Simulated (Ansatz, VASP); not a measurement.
CuO in VASP and in Ansatz

```
Cu O
1.0
     2.05253   -2.05762    0.16088
     2.05253    2.05762    0.16088
    -0.40251    0.00000    5.12814
Cu O
2 2
Direct
  0.00000 0.50000 0.00000
  0.50000 0.00000 0.50000
  0.50003 0.49997 0.25000
  0.49997 0.50003 0.75000
```

Alike in both runs: functional PBE; dispersion D3(BJ); k mesh 14 × 14 × 8; occupations gaussian, width 0.1 eV; no spin polarisation.

Ansatz relaxed the structure, and its values are those at the end. VASP's run is a single point on that final structure, the one shown.

|  | VASP | Ansatz |
| --- | --- | --- |
| version | VASP 6.6.1 | Ansatz 0.2.0 |
| potentials or method | VASP PAW PBE potentials, release 64 (Cu, O), cutoff 520 eV | scalar-relativistic, plane waves, PAW |
| valence electrons in the cell | 34 | 50 |

|  | VASP | Ansatz | Ansatz less VASP |
| --- | --- | --- | --- |
| gap on the k mesh at the Fermi level (eV) | none | none | - |
| pressure (GPa) | 0.8 | 0.0 | -0.77 |

A gap of «none» marks a metal or a gap that the smearing closes. VASP's potentials hold 34 valence electrons a cell and Ansatz's 50, so a difference there can come from the potentials and not from the codes.
